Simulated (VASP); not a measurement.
# Si (Fmmm) in VASP: further runs

The runs below take Si through single point, with LDA.

All numbers are computed with VASP 6.6.1; they aren't measurements. Logs are shortened: lines on timing, memory, paths and dates and some standing lists are left out, and cuts for length are marked.

**1. The cell of the first run**

The structure is orthorhombic, space group Fmmm (No. 69). The conventional cell has a = 4.869 Å, b = 5.194 Å, c = 9.104 Å, α = 90.00°, β = 90.00°, γ = 90.00°. Si (site symmetry m2m) has 8 Si at 2.38 to 2.81 Å within 3.1 Å. Si (site symmetry mm2) has 16 Si at 2.47 to 3.56 Å within 3.6 Å.

**2. Single point, LDA (strain -0.0250 x Voigt [0, 0, 1, 0, 0, 0])**

Input file INCAR:

```
SYSTEM = Si
PREC = Accurate
ENCUT = 520
EDIFF = 1E-7
ISMEAR = 0
SIGMA = 0.15
LREAL = .False.
LASPH = .True.
NELM = 80
ALGO = Normal
ISIF = 2
LWAVE = .False.
LCHARG = .False.
NBANDS = 26
```

Input file KPOINTS:

```
Automatic mesh
0
Gamma
  10 10 8
  0 0 0
```

Input file POSCAR:

```
Si
1.0
    4.5521371120     -2.4347064072      0.0000000000
    4.5521371120      2.4347064072      0.0000000000
    0.0000000000      0.0000000000      5.1944571535
Si
8
Direct
    0.5000000000      0.5000000000      0.7705063097
    0.5000000000      0.5000000000      0.2294936903
    1.0000000000      0.0000000000      0.2705063097
    0.0000000000      1.0000000000      0.7294936903
    0.7262158285      0.7262158285      0.5000000000
    0.2262158285      0.2262158285      0.0000000000
    0.2737841715      0.2737841715      0.5000000000
    0.7737841715      0.7737841715      0.0000000000
```

Potentials or basis: VASP PAW LDA potentials, release 64 (Si).

Run with:

```sh
$ cat potpaw_LDA.64/Si/POTCAR > POTCAR
$ mpirun -np 1 vasp_std > vasp.out
```

OUTCAR:

```text
SYSTEM = Si
   PREC = Accurate
   ENCUT = 520
   EDIFF = 1E-7
   ISMEAR = 0
   LREAL = .False.
   LASPH = .True.
   NELM = 80
   ISIF = 2

 ion  position               nearest neighbor table
   1  0.500  0.500  0.771-   2 2.38   4 2.44   4 2.44   5 2.49   7 2.49   6 2.76   8 2.76   2 2.81

   2  0.500  0.500  0.229-   1 2.38   3 2.44   3 2.44   5 2.49   7 2.49   6 2.76   8 2.76   1 2.81

   3  0.000  0.000  0.271-   4 2.38   2 2.44   2 2.44   6 2.49   8 2.49   7 2.76   5 2.76   4 2.81

   4  0.000  0.000  0.729-   3 2.38   1 2.44   1 2.44   6 2.49   8 2.49   7 2.76   5 2.76   3 2.81

   5  0.726  0.726  0.500-   7 2.47   7 2.47   1 2.49   2 2.49   8 2.63   8 2.63   3 2.76   4 2.76

   6  0.226  0.226  0.000-   8 2.47   8 2.47   3 2.49   4 2.49   7 2.63   7 2.63   1 2.76   2 2.76

   7  0.274  0.274  0.500-   5 2.47   5 2.47   1 2.49   2 2.49   6 2.63   6 2.63   3 2.76   4 2.76

   8  0.774  0.774  0.000-   6 2.47   6 2.47   3 2.49   4 2.49   5 2.63   5 2.63   1 2.76   2 2.76

  LATTYP: Found a base centered orthorhombic cell.
 ALAT       =     4.8694128144
 B/A-ratio  =     1.8696862581
 C/A-ratio  =     1.0667522659

  Lattice vectors:

 A1 = (  -4.5521371120,  -2.4347064072,   0.0000000000)
 A2 = (   4.5521371120,  -2.4347064072,   0.0000000000)
 A3 = (   0.0000000000,   0.0000000000,   5.1944571535)

Analysis of symmetry for initial positions (statically):
=====================================================================
 Subroutine PRICEL returns following result:

  LATTYP: Found a face centered orthorhombic cell.
 ALAT       =     4.8694128144
 B/A-ratio  =     1.0667522659
 C/A-ratio  =     1.8696862581

  Lattice vectors:

 A1 = (  -4.5521371120,   0.0000000000,   2.5972285767)
 A2 = (  -4.5521371120,  -2.4347064072,   0.0000000000)
 A3 = (   0.0000000000,  -2.4347064072,   2.5972285767)

   2 primitive cells build up your supercell.

 Routine SETGRP: Setting up the symmetry group for a
 base centered orthorhombic supercell.

 Subroutine GETGRP returns: Found  8 space group operations
 (whereof  8 operations were pure point group operations)
 out of a pool of  8 trial point group operations.

The static configuration has the point symmetry D_2h.

Analysis of symmetry for dynamics (positions and initial velocities):
=====================================================================
 Subroutine PRICEL returns following result:

  LATTYP: Found a face centered orthorhombic cell.
 ALAT       =     4.8694128144
 B/A-ratio  =     1.0667522659
 C/A-ratio  =     1.8696862581

  Lattice vectors:

 A1 = (  -4.5521371120,   0.0000000000,   2.5972285767)
 A2 = (  -4.5521371120,  -2.4347064072,   0.0000000000)
 A3 = (   0.0000000000,  -2.4347064072,   2.5972285767)

   2 primitive cells build up your supercell.

 Routine SETGRP: Setting up the symmetry group for a
 base centered orthorhombic supercell.

 Subroutine GETGRP returns: Found  8 space group operations
 (whereof  8 operations were pure point group operations)
 out of a pool of  8 trial point group operations.

The dynamic configuration has the point symmetry D_2h.

 Subroutine INISYM returns: Found  8 space group operations
 (whereof  8 operations are pure point group operations),
 and found     2 'primitive' translations

----------------------------------------------------------------------------------------

                                     Primitive cell

  volume of cell :      57.5708

  direct lattice vectors                    reciprocal lattice vectors
    -4.552137112  0.000000000  2.597228577    -0.109838519  0.205363570  0.192512898
    -4.552137112 -2.434706407  0.000000000    -0.109838519 -0.205363570 -0.192512898
     0.000000000 -2.434706407  2.597228577     0.109838519 -0.205363570  0.192512898

  length of vectors
     5.240949205  5.162339351  3.559970726     0.302158753  0.302158753  0.302158753

  position of ions in fractional coordinates (direct lattice)
     0.270506310  0.729493690  0.270506310
     0.729493690  0.270506310  0.729493690
     0.773784171  0.773784171  0.226215829
     0.226215829  0.226215829  0.773784171

  ion indices of the primitive-cell ions
   primitive index   ion index
                 1           1
                 2           2
                 3           5
                 4           7

----------------------------------------------------------------------------------------

 KPOINTS: Automatic mesh

Automatic generation of k-mesh.
 Grid dimensions read from file:
 generate k-points for:   10   10    8

 Generating k-lattice:

  Cartesian coordinates                     Fractional coordinates (reciprocal lattice)
     0.010983852 -0.020536357  0.000000000     0.100000000  0.000000000  0.000000000
     0.010983852  0.020536357  0.000000000     0.000000000  0.100000000  0.000000000
     0.000000000  0.000000000  0.024064112     0.000000000  0.000000000  0.125000000

  Length of vectors
     0.023289203  0.023289203  0.024064112

  Shift w.r.t. Gamma in fractional coordinates (k-lattice)
     0.000000000  0.000000000  0.000000000

 Subroutine IBZKPT returns following result:
 ===========================================

 Found    155 irreducible k-points:

 Following reciprocal coordinates:
            Coordinates               Weight
  0.000000  0.000000  0.000000      1.000000
  0.100000  0.000000  0.000000      4.000000
  0.200000  0.000000  0.000000      4.000000
  0.300000  0.000000  0.000000      4.000000
  0.400000 -0.000000  0.000000      4.000000
  0.500000  0.000000  0.000000      2.000000
[... 16 lines left out ...]
  0.300000  0.300000  0.000000      2.000000
  0.400000  0.300000  0.000000      4.000000
 [... further k-points ...]
   k-points           NKPTS =    155   k-points in BZ     NKDIM =    155   number of bands    NBANDS=     26
   number of dos      NEDOS =    301   number of ions     NIONS =      8
   total plane-waves  NPLWV =  64000
   dimension x,y,z NGX =    40 NGY =   40 NGZ =   40
   dimension x,y,z NGXF=    80 NGYF=   80 NGZF=   80
   ions per type =               8
   NGX,Y,Z   is equivalent  to a cutoff of  12.88, 12.88, 12.80 a.u.
   NGXF,Y,Z  is equivalent  to a cutoff of  25.76, 25.76, 25.60 a.u.
 SYSTEM =  Si
   PREC   = accura    normal or accurate (medium, high low for compatibility)
   ISTART =      0    job   : 0-new  1-cont  2-samecut
   ICHARG =      2    charge: 1-file 2-atom 10-const
   ISPIN  =      1    spin polarized calculation?
   LNONCOLLINEAR =      F non collinear calculations
   LSORBIT =      F    spin-orbit coupling
   LASPH  =      T    aspherical Exc in radial PAW
   ENCUT  =  520.0 eV  38.22 Ry    6.18 a.u.   9.60  9.60  9.66*2*pi/ulx,y,z
   NELM   =     80;   NELMIN=  2; NELMDL= -5     # of ELM steps
   EDIFF  = 0.1E-06   stopping-criterion for ELM
   LREAL  =      F    real-space projection
   EDIFFG = 0.1E-05   stopping-criterion for IOM
   NSW    =      0    number of steps for IOM
   IBRION =     -1    ionic relax: 0-MD 1-quasi-New 2-CG
   NFREE  =      0    steps in history (QN), initial steepest desc. (CG)
   ISIF   =      2    stress and relaxation
   ISYM   =      2    0-nonsym 1-usesym 2-fastsym
   POTIM  = 0.5000    time-step for ionic-motion
   TEBEG  =    0.0;   TEEND  =   0.0 temperature during run
   PSTRESS=    0.0 pullay stress
   NELECT =      32.0000    total number of electrons
   NUPDOWN=      -1.0000    fix difference up-down
   EMIN   =  10.00;   EMAX   =-10.00  energy-range for DOS
   EFERMI =   0.00;   METHOD = LEGACY
   ISMEAR =     0;   SIGMA  =   0.15  broadening in eV -4-tet -1-fermi 0-gaus
   EFERMI_NEDOS =   21; number of points for ismear=-14 and -15
   IALGO  =     38    algorithm
   IMIX   =      4    mixing-type and parameters
     AMIX     =   0.40;   BMIX     =  1.00
     AMIX_MAG =   1.60;   BMIX_MAG =  1.00
  volume/ion in A,a.u.               =      14.39        97.13
  Fermi-wavevector in a.u.,A,eV,Ry     =   1.068351  2.018891 15.529346  1.141375
  Thomas-Fermi vector in A             =   2.203997
   LORBIT       =      0    0 simple, 1 ext, 2 COOP (PROOUT), +10 PAW based schemes
   GGA     = CA    functional components
   LHFCALC =     F    Hartree Fock is set to
   AEXX    =    0.0000 exact exchange contribution
   IVDW    =     0    specifies the selected vdW correction
   LEPSILON=     F    determine dielectric tensor
   LRPA    =     F    only Hartree local field effects (RPA)
 non-spin polarized calculation
 Gauss-broadening in eV      SIGMA  =   0.15
  energy-cutoff  :      520.00
  volume of cell :      115.14
 maximum number of plane-waves:      3135
 NGX is ok and might be reduce to    40
   NGX = 19   NGY = 19   NGZ = 19

 number of electron      31.9999999 magnetization

 Free energy of the ion-electron system (eV)
  ---------------------------------------------------
  ext. energy  EPLUGINS =         0.00000000
  ---------------------------------------------------
  free energy    TOTEN  =       -45.91850706 eV

  energy without entropy =      -45.88928324  energy(sigma->0) =      -45.90389515

 E-fermi :   9.8759     XC(G=0): -11.2196

 val. band max:        9.8754466640   @ k =   0.5000   0.3000   0.1250
 cond. band min:       9.8871823129   @ k =  -0.3000   0.1000   0.0000
 fundamental gap:      0.0117356489
 Fermi energy:         9.8759386362

 k-point     1 :       0.0000    0.0000    0.0000
  band No.  band energies     occupation
      1      -4.3539      2.00000
      2       0.8895      2.00000
      3       0.9057      2.00000
      4       2.0835      2.00000
      5       2.3288      2.00000
      6       2.5478      2.00000
[... 18 lines left out ...]
     25      16.4013      0.00000
     26      17.5323      0.00000

 k-point     2 :       0.1000    0.0000    0.0000
  band No.  band energies     occupation
      1      -4.2765      2.00000
      2       0.9609      2.00000
      3       0.9804      2.00000
      4       1.5923      2.00000
      5       1.7809      2.00000
      6       2.2954      2.00000
[... 18 lines left out ...]
     25      16.0740      0.00000
     26      16.4787      0.00000

 k-point     3 :       0.2000    0.0000    0.0000
  band No.  band energies     occupation
      1      -4.0446      2.00000
      2       0.4459      2.00000
      3       1.1946      2.00000
      4       1.2041      2.00000
      5       1.3869      2.00000
      6       1.8200      2.00000
[... 18 lines left out ...]
     25      16.2393      0.00000
     26      16.2884      0.00000

 k-point     4 :       0.3000    0.0000    0.0000
  band No.  band energies     occupation
      1      -3.6590      2.00000
      2      -0.6363      2.00000
      3       1.1075      2.00000
      4       1.3903      2.00000
      5       1.5758      2.00000
      6       1.5831      2.00000
[... 18 lines left out ...]
     25      15.9410      0.00000
     26      16.0140      0.00000
[... 496 lines left out ...]
      1      -3.3976      2.00000
      2      -0.6252      2.00000
      3      -0.3868      2.00000
      4       1.8242      2.00000
      5       1.8369      2.00000
      6       3.0162      2.00000
[... 18 lines left out ...]
     25      15.4388      0.00000
     26      15.9576      0.00000

 k-point    23 :       0.3000    0.3000    0.0000
  band No.  band energies     occupation
      1      -3.7313      2.00000
      2      -0.9753      2.00000
      3       1.0003      2.00000
      4       1.4738      2.00000
      5       1.4944      2.00000
      6       2.8779      2.00000
[... 18 lines left out ...]
     25      15.1720      0.00000
     26      15.1723      0.00000

 k-point    24 :       0.4000    0.3000    0.0000
  band No.  band energies     occupation
      1      -3.4480      2.00000
      2      -1.3736      2.00000
      3       0.3775      2.00000
      4       1.7256      2.00000
      5       1.7564      2.00000
      6       3.3805      2.00000
[... 18 lines left out ...]
     25      14.3682      0.00000
     26      14.5052      0.00000

 [... further k-points ...]

------------------------ aborting loop because EDIFF is reached ----------------------------------------

  FORCE on cell =-STRESS in cart. coord.  units (eV):
  Direction    XX          YY          ZZ          XY          YZ          ZX
  --------------------------------------------------------------------------------------
  -------------------------------------------------------------------------------------
  Total        2.0127961      0.6619060      4.1210812     -0.0000000      0.0000000      0.0000000
  in kB       28.0077526      9.2103213     57.3442207     -0.0000000      0.0000000      0.0000000
  external PRESSURE =      31.5207649 kB  Pullay stress =       0.0000000 kB

 VOLUME and BASIS-vectors are now :
 -----------------------------------------------------------------------------
  energy-cutoff  :      520.00
  volume of cell :      115.14
      direct lattice vectors                 reciprocal lattice vectors
     4.552137112 -2.434706407  0.000000000     0.109838519 -0.205363570  0.000000000
     4.552137112  2.434706407  0.000000000     0.109838519  0.205363570  0.000000000
     0.000000000  0.000000000  5.194457154     0.000000000  0.000000000  0.192512898

 POSITION                                       TOTAL-FORCE (eV/Angst)
 -----------------------------------------------------------------------------------
      4.55214      0.00000      4.00236         0.000000      0.000000     -0.112227
      4.55214      0.00000      1.19210         0.000000      0.000000      0.112227
      0.00000      0.00000      1.40513        -0.000000      0.000000     -0.112227
      0.00000      0.00000      3.78932         0.000000      0.000000      0.112227
      6.61167      0.00000      2.59723         0.068704      0.000000     -0.000000
      2.05953      0.00000      0.00000         0.068704      0.000000      0.000000
      2.49261      0.00000      2.59723        -0.068704      0.000000     -0.000000
      7.04474      0.00000      0.00000        -0.068704      0.000000      0.000000
 -----------------------------------------------------------------------------------
    total drift:                                0.000000     -0.000000      0.000000

  FREE ENERGIE OF THE ION-ELECTRON SYSTEM (eV)
  ---------------------------------------------------
  free  energy   TOTEN  =       -45.9185070595 eV

  energy  without entropy=      -45.8892832406  energy(sigma->0) =      -45.90389515
```

Wall time 3.1 min (1 thread of Intel Xeon 6975P-C (Granite Rapids), shared host); peak memory 0.41 GiB.

What came out:

```yaml
Free_energy: -45.9185 eV
Pressure: 3.2 GPa
Largest_force: 0.112 eV/Å
Band_gap_on_the_k_mesh: zero (bands 16 and 17 overlap by 2.95 eV)
```

Forces on the atoms (eV/Å):
```
Si   0.000  0.000 -0.112
Si   0.000  0.000  0.112
Si   0.000  0.000 -0.112
Si   0.000  0.000  0.112
Si   0.069  0.000  0.000
Si   0.069  0.000  0.000
Si  -0.069  0.000  0.000
Si  -0.069  0.000  0.000
```

Levels at points of the mesh, in eV from the Fermi level:
| k point | band 13 | band 14 | band 15 | band 16 | band 17 | band 18 | band 19 | band 20 |
| --- | --- | --- | --- | --- | --- | --- | --- | --- |
| (0.00, 0.00, 0.00) | -2.51 | -2.14 | -1.96 | -1.94 | -1.87 | -1.80 | -1.57 | 1.20 |
| (0.50, 0.00, 0.00) | -2.35 | -2.35 | -0.64 | -0.64 | 2.22 | 2.22 | 2.33 | 2.33 |
| (0.50, 0.50, 0.00) | -2.53 | -2.12 | -1.95 | 0.31 | 0.97 | 1.22 | 1.82 | 2.49 |
| (0.00, 0.00, 0.50) | -4.33 | -4.33 | -2.54 | -2.54 | 2.97 | 2.97 | 3.67 | 3.67 |
| (0.50, 0.00, 0.50) | -1.19 | -1.19 | 0.02 | 0.02 | 0.22 | 0.22 | 0.25 | 0.25 |
| (0.50, 0.50, 0.50) | -1.25 | -1.25 | -0.84 | -0.84 | -0.70 | -0.70 | 2.00 | 2.00 |

Caveat: the cell differs from its parent crystal (strain -0.0250 x Voigt [0, 0, 1, 0, 0, 0]); the cell stands under pressure.

(Continued in part 2 of 2.)

The gap in the log of VASP goes by the Fermi energy; the results here count the filled bands.